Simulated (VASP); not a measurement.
# GaN (Pmmm) in VASP: a series of runs, part 2 of 2

VASP 6.6.1. The steps go on from the part before.

### 5 Single point, PBE, collinear spin, ferromagnetic start

The input, INCAR:

```
ALGO     = Normal         # electronic algorithm
EDIFF    = 1E-7           # SCF threshold, eV
ENCUT    = 520            # plane-wave cutoff, eV
GGA      = PE             # functional
ISIF     = 2              # what is computed and relaxed
ISMEAR   = 0              # smearing method
ISPIN    = 2              # spin polarisation
LASPH    = T              # aspherical terms in the spheres
LCHARG   = F              # write CHGCAR
LORBIT   = 11             # projections on sites
LREAL    = F              # projectors in reciprocal space
LWAVE    = F              # write WAVECAR
MAGMOM   = 0 0 0 1 1 1    # initial moments
NBANDS   = 40             # bands
NELM     = 150            # most SCF steps
PREC     = Accurate       # precision mode
SIGMA    = 0.1            # smearing width, eV
```

The input, KPOINTS:

```
k-points
0
Gamma
  6 6 2
```

The input, POSCAR:

```
GaN
1.0
    2.9937912642      0.0000000000      0.0000000000
    0.0000000000      3.2084727220      0.0000000000
    0.0000000000      0.0000000000      7.5885551312
Ga N
3 3
Direct
    0.5000000000      0.5000000000      0.1722212973
    0.5000000000      0.5000000000      0.8277787027
    0.0000000000      0.0000000000      0.5000000000
    0.5000000000      0.0000000000      0.3218882176
    0.0000000000      0.5000000000      0.0000000000
    0.5000000000      0.0000000000      0.6781117824
```

Potentials or basis: VASP PAW PBE potentials, release 64 (Ga_d, N).

Launch:

```bash
$ cat potpaw_PBE.64/Ga_d/POTCAR potpaw_PBE.64/N/POTCAR > POTCAR
$ mpirun -np 1 vasp_std > vasp.out
```

OUTCAR:

```text
EDIFF = 1E-7
   ENCUT = 520
   GGA = PE
   ISIF = 2
   ISMEAR = 0
   ISPIN = 2
   LASPH = T
   LORBIT = 11
   LREAL = F
   NELM = 150
   PREC = Accurate

 ion  position               nearest neighbor table
   1  0.500  0.500  0.172-   4 1.97   4 1.97   5 1.99   5 1.99   2 2.61
   2  0.500  0.500  0.828-   6 1.97   6 1.97   5 1.99   5 1.99   1 2.61
   3  0.000  0.000  0.500-   4 2.02   6 2.02   4 2.02   6 2.02
   4  0.500  0.000  0.322-   1 1.97   1 1.97   3 2.02   3 2.02
   5  0.000  0.500  0.000-   1 1.99   2 1.99   1 1.99   2 1.99
   6  0.500  0.000  0.678-   2 1.97   2 1.97   3 2.02   3 2.02

  LATTYP: Found a simple orthorhombic cell.
 ALAT       =     2.9937912642
 B/A-ratio  =     1.0717088931
 C/A-ratio  =     2.5347642710

  Lattice vectors:

 A1 = (   2.9937912642,   0.0000000000,   0.0000000000)
 A2 = (   0.0000000000,   3.2084727220,   0.0000000000)
 A3 = (   0.0000000000,   0.0000000000,   7.5885551312)

Analysis of symmetry for initial positions (statically):
=====================================================================
 Subroutine PRICEL returns:
 Original cell was already a primitive cell.

 Routine SETGRP: Setting up the symmetry group for a
 simple orthorhombic supercell.

 Subroutine GETGRP returns: Found  8 space group operations
 (whereof  8 operations were pure point group operations)
 out of a pool of  8 trial point group operations.

The static configuration has the point symmetry D_2h.

Analysis of symmetry for dynamics (positions and initial velocities):
=====================================================================
 Subroutine PRICEL returns:
 Original cell was already a primitive cell.

 Routine SETGRP: Setting up the symmetry group for a
 simple orthorhombic supercell.

 Subroutine GETGRP returns: Found  8 space group operations
 (whereof  8 operations were pure point group operations)
 out of a pool of  8 trial point group operations.

[... 180 lines left out ...]
 spin component 1

 k-point     1 :       0.0000    0.0000    0.0000
  band No.  band energies     occupation
      1     -11.1061      1.00000
      2     -10.2010      1.00000
      3      -9.8800      1.00000
      4      -9.1733      1.00000
      5      -9.0822      1.00000
      6      -9.0042      1.00000
[... 997 lines left out ...]
     38      15.9521      0.00000
     39      18.0983      0.00000

 [... further k-points ...]

 spin component 2

 k-point     1 :       0.0000    0.0000    0.0000
  band No.  band energies     occupation
      1     -11.1054      1.00000
      2     -10.1980      1.00000
      3      -9.8800      1.00000
      4      -9.1734      1.00000
      5      -9.0823      1.00000
      6      -9.0043      1.00000
[... 997 lines left out ...]
     38      15.9530      0.00000
     39      18.0984      0.00000

 [... further k-points ...]

 [bands above 39 left out]

------------------------ aborting loop because EDIFF is reached ----------------------------------------

  FORCE on cell =-STRESS in cart. coord.  units (eV):
  Direction    XX          YY          ZZ          XY          YZ          ZX
  --------------------------------------------------------------------------------------
  -------------------------------------------------------------------------------------
  Total        0.3641840      0.0810153      0.2833369      0.0000000      0.0000000      0.0000000
  in kB        8.0048366      1.7807315      6.2278017      0.0000000      0.0000000      0.0000000
  external PRESSURE =       5.3377899 kB  Pullay stress =       0.0000000 kB

 VOLUME and BASIS-vectors are now :
 -----------------------------------------------------------------------------
  energy-cutoff  :      520.00
  volume of cell :       72.89
      direct lattice vectors                 reciprocal lattice vectors
     2.993791264  0.000000000  0.000000000     0.334024624  0.000000000  0.000000000
     0.000000000  3.208472722  0.000000000     0.000000000  0.311674771  0.000000000
     0.000000000  0.000000000  7.588555131     0.000000000  0.000000000  0.131777391

 POSITION                                       TOTAL-FORCE (eV/Angst)
 -----------------------------------------------------------------------------------
      1.49690      1.60424      1.30691        -0.000000      0.000000      0.059647
      1.49690      1.60424      6.28164        -0.000000      0.000000     -0.059647
      0.00000      0.00000      3.79428        -0.000000      0.000000      0.000000
      1.49690      0.00000      2.44267        -0.000000      0.000000     -0.036726
      0.00000      1.60424      0.00000        -0.000000      0.000000      0.000000
      1.49690      0.00000      5.14589         0.000000      0.000000      0.036726
 -----------------------------------------------------------------------------------
    total drift:                                0.000000     -0.000000      0.000000

  FREE ENERGIE OF THE ION-ELECTRON SYSTEM (eV)
  ---------------------------------------------------
  free  energy   TOTEN  =       -33.5657718004 eV

  energy  without entropy=      -33.5599831330  energy(sigma->0) =      -33.56287747

 total charge

# of ion       s       p       d       tot
------------------------------------------
    1        0.769   0.822  10.170  11.762
    2        0.769   0.822  10.170  11.762
    3        0.806   0.741  10.139  11.686
    4        1.248   2.457   0.000   3.705
    5        1.225   2.479   0.000   3.703
    6        1.248   2.457   0.000   3.705
--------------------------------------------------
tot          6.065   9.778  30.479  46.323

 magnetization (x)

# of ion       s       p       d       tot
------------------------------------------
    1       -0.000  -0.000   0.000  -0.000
    2       -0.000  -0.000   0.000  -0.000
    3       -0.000  -0.000  -0.000  -0.000
    4       -0.000   0.000   0.000   0.000
    5        0.000   0.004   0.000   0.004
    6       -0.000   0.000   0.000   0.000
--------------------------------------------------
tot         -0.000   0.004   0.000   0.004
```

OSZICAR:

```text
N       E                     dE             d eps       ncg     rms          rms(c)
DAV:   1     0.530544285525E+03    0.53054E+03   -0.24318E+04  6088   0.244E+03
DAV:   2     0.536728823083E+02   -0.47687E+03   -0.44139E+03  5200   0.615E+02
DAV:   3    -0.342173217797E+02   -0.87890E+02   -0.85523E+02  5904   0.178E+02
DAV:   4    -0.391878781032E+02   -0.49706E+01   -0.49389E+01  6304   0.464E+01
DAV:   5    -0.393196218173E+02   -0.13174E+00   -0.13166E+00  5968   0.758E+00    0.154E+01
DAV:   6    -0.333223486016E+02    0.59973E+01   -0.13930E+01  8376   0.517E+01    0.395E+00
DAV:   7    -0.336091027703E+02   -0.28675E+00   -0.26913E+00  5408   0.967E+00    0.331E+00
DAV:   8    -0.335678104304E+02    0.41292E-01   -0.15876E-01  7368   0.427E+00    0.122E+00
DAV:   9    -0.335660644937E+02    0.17459E-02   -0.65744E-02  6312   0.224E+00    0.595E-01
DAV:  10    -0.335654696988E+02    0.59479E-03   -0.78115E-03  6920   0.125E+00    0.348E-01
DAV:  11    -0.335654519465E+02    0.17752E-04   -0.37237E-03  6816   0.526E-01    0.164E-01
DAV:  12    -0.335657420356E+02   -0.29009E-03   -0.82184E-04  6816   0.487E-01    0.538E-02
DAV:  13    -0.335657549829E+02   -0.12947E-04   -0.22497E-04  6200   0.228E-01    0.210E-02
DAV:  14    -0.335657657569E+02   -0.10774E-04   -0.68380E-05  7312   0.614E-02    0.127E-02
DAV:  15    -0.335657704164E+02   -0.46595E-05   -0.10549E-05  6000   0.270E-02    0.908E-03
DAV:  16    -0.335657714870E+02   -0.10706E-05   -0.20200E-06  6144   0.999E-03    0.611E-03
DAV:  17    -0.335657717554E+02   -0.26837E-06   -0.82174E-07  5584   0.744E-03    0.227E-03
DAV:  18    -0.335657718004E+02   -0.44987E-07   -0.25545E-07  5480   0.501E-03
   1 F= -.33565772E+02 E0= -.33562877E+02  d E =-.578867E-02  mag=     0.0049
```

stdout:

```text
POSCAR found type information on POSCAR GaN
 POSCAR found :  2 types and       6 ions
 scaLAPACK will be used
 LDA part: xc-table for (Slater+PW92), standard interpolation
 POSCAR, INCAR and KPOINTS ok, starting setup
 FFT: planning ... GRIDC
 FFT: planning ... GRID_SOFT
 FFT: planning ... GRID
 WAVECAR not read
 entering main loop
```

It took 73 s on 1 thread of Intel Xeon 6975P-C (Granite Rapids), shared host; peak memory 0.28 GiB.

What came out:

* Free energy: -33.5658 eV
* Pressure: 0.5 GPa
* Largest force: 0.060 eV/Å
* Band gap on the k mesh: zero (filled and empty bands overlap)
* Net moment: 0.00 μB per cell
* Valence electrons inside the program's atomic spheres: Ga 11.76, 11.69; N 3.71, 3.70

Forces on the atoms (eV/Å):
```
Ga   0.000  0.000  0.060
Ga   0.000  0.000 -0.060
Ga   0.000  0.000  0.000
N    0.000  0.000 -0.037
N    0.000  0.000  0.000
N    0.000  0.000  0.037
```

Caveat: the k points lie up to 0.41 Å⁻¹ apart.

### 6 Summary

| task | spin | cell | k mesh | cutoff (eV) | gap on the mesh (eV) | pressure (GPa) | largest force (eV/Å) |
| --- | --- | --- | --- | --- | --- | --- | --- |
| single point | off | a = 2.994, b = 3.208, c = 7.589 Å, 6 atoms | 6 × 6 × 4 | 520 | none | 0.4 | 0.02 |
| single point | off | a = 2.708, b = 3.057, c = 7.063 Å, 6 atoms | 6 × 6 × 4 | 520 | none | 59.1 | 0.84 |
| relaxation of cell and atoms | off | relaxed from a = 2.708, b = 3.057, c = 7.063 Å, 6 atoms | 6 × 6 × 4 | 600 | none | -0.1 | 0.01 |
| single point | collinear, ferromagnetic start | a = 2.994, b = 3.208, c = 7.589 Å, 6 atoms | 6 × 6 × 2 | 520 | none | 0.5 | 0.06 |

Alike in all rows: level PBE; potentials or basis VASP PAW PBE potentials, release 64 (Ga_d, N); smearing gaussian 0.1 eV.

Caveats: some runs use coarse meshes.

Absolute energies hang on the potentials; compare differences alone.
